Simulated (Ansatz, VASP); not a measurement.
One calculation of GaS, two programs

The input INCAR:

```
SYSTEM = GaS
  PREC = Accurate
  ENCUT = 400
  EDIFF = 1E-8
  ISMEAR = -1
  SIGMA = 0.02
  LREAL = .False.
  LASPH = .True.
  NELM = 120
  ALGO = Normal
  ISIF = 2
  LWAVE = .False.
  LCHARG = .False.
  LEFG = .True.
  NBANDS = 48
  GGA_COMPAT = .False.
```

Contents of KPOINTS:

```
Automatic mesh
0
Gamma
  14 14 3
  0 0 0
```

The input POSCAR:

```
GaS
1.0
    3.5850000000      0.0000000000      0.0000000000
   -1.7925000000      3.1047010726      0.0000000000
    0.0000000000      0.0000000000     15.5000000000
Ga S
4 4
Direct
    0.3333333333      0.6666666667      0.1710183689
    0.6666666667      0.3333333333      0.6710183689
    0.3333333333      0.6666666667      0.3289816311
    0.6666666667      0.3333333333      0.8289816311
    0.3333333333      0.6666666667      0.6008025009
    0.6666666667      0.3333333333      0.1008025009
    0.3333333333      0.6666666667      0.8991974991
    0.6666666667      0.3333333333      0.3991974991
```

Input for Ansatz:

```yaml
crystal:
  lattice:
    - [3.585, 0.0, 0.0]
    - [-1.7925, 3.1047010726, 0.0]
    - [0.0, 0.0, 15.5]
  atoms:
    - { symbol: Ga, position: [0.3333333333, 0.6666666667, 0.1710183689] }
    - { symbol: Ga, position: [0.6666666667, 0.3333333333, 0.6710183689] }
    - { symbol: Ga, position: [0.3333333333, 0.6666666667, 0.3289816311] }
    - { symbol: Ga, position: [0.6666666667, 0.3333333333, 0.8289816311] }
    - { symbol: S, position: [0.3333333333, 0.6666666667, 0.6008025009] }
    - { symbol: S, position: [0.6666666667, 0.3333333333, 0.1008025009] }
    - { symbol: S, position: [0.3333333333, 0.6666666667, 0.8991974991] }
    - { symbol: S, position: [0.6666666667, 0.3333333333, 0.3991974991] }
kpoints:
  mp_grid: { grid: [14, 14, 3] }
scf:
  occupations: { method: fermi_dirac, width: 0.02 }
hamiltonian:
  xc: lda
  pseudopotentials: { kind: paw }
output:
  forces: true
  stress: true
  populations: true
  efg:
    quadrupole_moments_barn: { Ga: 0.107, S: -0.0694 }
    contact_densities: true
```

Alike in both runs: task electric field gradients; functional LDA; k mesh 14 × 14 × 3; occupations fermi-dirac, width 0.02 eV; no spin polarisation.

|  | VASP | Ansatz |
| --- | --- | --- |
| version | VASP 6.6.1 | Ansatz 0.2.0 |
| potentials or method | VASP PAW LDA potentials, release 64 (Ga_d, S) | plane-wave PAW, scalar-relativistic |
| plane-wave cutoff (eV) | 400 | 420 |
| valence electrons in the cell | 76 | 76 |

```csv
,VASP,Ansatz,Ansatz less VASP
gap on the k mesh at the Fermi level (eV),1.45,1.44,-0.009
rms of the force components (eV/Å),0.108,0.115,+0.0071
size of Vzz on the site where it differs most (V/Å²),73.1,75.7,+2.58
```

LDA's correlation is that of Perdew and Zunger in VASP and of Perdew and Wang (1992) in Ansatz. Atom by atom the forces differ by 0.007 eV/Å (rms over components).
